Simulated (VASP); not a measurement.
Write the native input for VASP 6.6.1 that does the following.

| Property | Result |
| --- | --- |
| Task | single point |
| Functional | PBE |
| Potentials or basis | VASP PAW PBE potentials, release 64 (Ba_sv, Re_sv_GW) |
| Cutoff | 560 eV |
| k mesh | 8 × 8 × 8 |
| Occupations | gaussian, width 0.05 eV |
| Spin | no spin polarisation |
| Dipole correction | no |
| Further INCAR settings | ALGO = Normal; EDIFF = 1e-06; NBANDS = 20 |

The structure of BaRe lies in POSCAR:

```
BaRe
1.0
    3.6983541732      0.0000000000      0.0000000000
    0.0000000000      3.6983541732      0.0000000000
    0.0000000000      0.0000000000      3.6983541732
Ba Re
1 1
Direct
    0.0000000000      0.0000000000      0.0000000000
    0.5000000000      0.5000000000      0.5000000000
```

One way to write it, as run:

INCAR

```
  PREC = Accurate
  ENCUT = 560
  EDIFF = 1E-6
  ISMEAR = 0
  SIGMA = 0.05
  LREAL = F
  LASPH = T
  NELM = 120
  ALGO = Normal
  ISIF = 2
  LWAVE = F
  LCHARG = T
  GGA = PE
  LELF = T
  LVHAR = T
  NBANDS = 20
  GGA_COMPAT = F
```

KPOINTS

```
Automatic mesh
0
Gamma
  8 8 8
```

Potentials or basis: VASP PAW PBE potentials, release 64 (Ba_sv, Re_sv_GW).

Run with:

```sh
$ cat potpaw_PBE.64/Ba_sv/POTCAR potpaw_PBE.64/Re_sv_GW/POTCAR > POTCAR
$ mpirun -np 1 vasp_std > vasp.out
```

It gave:

* Pressure: 2.4 GPa
* Band gap on the k mesh: zero (an odd number of electrons rules out a gap without spin polarisation)

Caveat: spin-orbit coupling is left out, which moves the levels of the heavy elements.

Wall time 17 s on 1 thread of Intel(R) Xeon(R) 6975P-C (Granite Rapids) (shared host), peak memory 0.2 GiB.
